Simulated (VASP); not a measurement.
A run of VASP 6.6.1 is set up as follows.

Contents of INCAR:

```
SYSTEM = Sb
PREC = Accurate ; ENCUT = 520
EDIFF = 1E-7 ; ISMEAR = 0
SIGMA = 0.1 ; LREAL = .FALSE.
LASPH = .TRUE. ; NELM = 100
ALGO = Normal ; ISIF = 2
LWAVE = .FALSE. ; LCHARG = .TRUE.
GGA = PE ; LELF = .TRUE.
LVHAR = .TRUE. ; NBANDS = 12
```

KPOINTS

```
Automatic mesh
0
G
  14 10 10
  0 0 0
```

The input POSCAR:

```
Sb
1.0
    2.9274704431      0.0000000000     -0.0043713628
    0.0000000000      4.3473440993      0.0000000000
   -0.0426537293      0.0000000000      4.3847143329
Sb
2
Direct
    1.0637057828      0.7500000000      0.7396154846
   -0.0637057828      0.2500000000      0.2603845154
```

Potentials or basis: VASP PAW PBE potentials, release 64 (Sb).

Launch:

```sh
$ cat potpaw_PBE.64/Sb/POTCAR > POTCAR
$ mpirun -np 1 vasp_std > vasp.out
```

Q: Predict the band gap on the k mesh.

A: Zero (band 5 reaches 12.96 eV, above the bottom of band 6 at 4.55 eV).

Q: Predict the pressure.

A: 5.4 GPa.

Stress tensor (GPa, compression positive):
```
12.72  0.00  0.01
 0.00  1.84  0.00
 0.01  0.00  1.58
```

Caveat: the cell differs from its parent crystal (strained); spin-orbit coupling is left out, which moves the levels of the heavy elements.
